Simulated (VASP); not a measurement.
Sn, 4 atoms in the cell. It takes space group P6_3/mmc (No. 194, hexagonal). The conventional cell has a = 2.604 Å, b = 2.604 Å, c = 8.555 Å, α = 90.00°, β = 90.00°, γ = 120.00°. Sn (site symmetry -3m) has 12 Sn at 2.60 to 2.61 Å within 3.4 Å. Within 3.4 Å of Sn (site symmetry -6m2) lie 12 Sn at 2.60 to 2.61 Å. This isn't the form of Sn at room conditions, which is tetragonal (white tin).

- Program: VASP 6.6.1
- Task: single point
- Functional: PBE
- Potentials or basis: VASP PAW PBE potentials, release 64 (Sn_d)
- Cutoff: 520 eV
- k mesh: 12 × 12 × 3
- Occupations: fermi-dirac, width 0.1 eV
- Spin: no spin polarisation
- Dipole correction: no
- Further INCAR settings: ALGO = Normal; EDIFF = 1e-07; NBANDS = 36

Potentials or basis: VASP PAW PBE potentials, release 64 (Sn_d).

Launch:

```sh
$ cat potpaw_PBE.64/Sn_d/POTCAR > POTCAR
$ mpirun -np 1 vasp_std > vasp.out
```

Hardware: 1 thread of Intel Xeon 8259CL, with other jobs on the host.

Q: Estimate the wall time of this run.

A: Wall time 87 s on 1 thread of Intel Xeon 8259CL, with other jobs on the host, peak memory 0.19 GiB. Counts: scf iterations 15, k points 38.
